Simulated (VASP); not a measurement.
# ZnO: single point with r2SCAN

Crystal: ZnO.

```
CELL_PARAMETERS angstrom
5.51313 0.00000 0.00000
0.00000 5.51313 0.00000
0.00000 0.00000 3.24879
ATOMIC_POSITIONS crystal
Zn 0.18179 0.18179 0.50000
Zn 0.81821 0.81821 0.50000
Zn 0.68179 0.31821 0.00000
Zn 0.31821 0.68179 0.00000
O 0.81748 0.18252 0.50000
O 0.18252 0.81748 0.50000
O 0.68252 0.68252 0.00000
O 0.31748 0.31748 0.00000
```

- Program: VASP 6.6.1
- Task: single point
- Functional: r2SCAN
- Potentials or basis: VASP PAW PBE potentials, release 64 (Zn, O)
- Cutoff: 520 eV
- k mesh: 4 × 4 × 8
- Occupations: fermi-dirac, width 0.02 eV
- Spin: no spin polarisation

| Quantity | Value |
| --- | --- |
| Pressure | 1.0 GPa |
| Largest force | 0.035 eV/Å |
| Band gap on the k mesh | 1.20 eV |

Forces in eV/Å, atoms in the order of the input:
```
Zn  -0.025 -0.025  0.000
Zn   0.025  0.025  0.000
Zn  -0.025  0.025  0.000
Zn   0.025 -0.025  0.000
O   -0.007  0.007  0.000
O    0.007 -0.007  0.000
O    0.007  0.007  0.000
O   -0.007 -0.007  0.000
```

Stress tensor (GPa, compression positive):
```
0.89 0.00 0.00
0.00 0.89 0.00
0.00 0.00 1.21
```

Levels at points of the mesh, in eV from the valence-band top:
```
           k point  band 34  band 35  band 36  band 37  band 38  band 39
(0.00, 0.00, 0.00)    -0.20    -0.20     0.00     1.20     5.88     5.88
(0.50, 0.00, 0.00)    -0.51    -0.44    -0.44     3.64     3.64     6.68
(0.50, 0.50, 0.00)    -0.89    -0.79    -0.79     4.79     4.79     5.10
(0.00, 0.00, 0.50)    -1.86    -1.37    -1.37     6.38     6.38     8.48
(0.50, 0.00, 0.50)    -1.63    -1.10    -1.10     6.50     6.50     7.26
(0.50, 0.50, 0.50)    -1.42    -1.40    -1.40     5.97     5.97     6.53
```

Wall time 3.2 min on 1 thread of Intel(R) Xeon(R) 6975P-C (Granite Rapids), on a shared host, peak memory 0.26 GiB.

Caveat: the PAW data sets were made with another functional, which shifts forces and pressure a little.
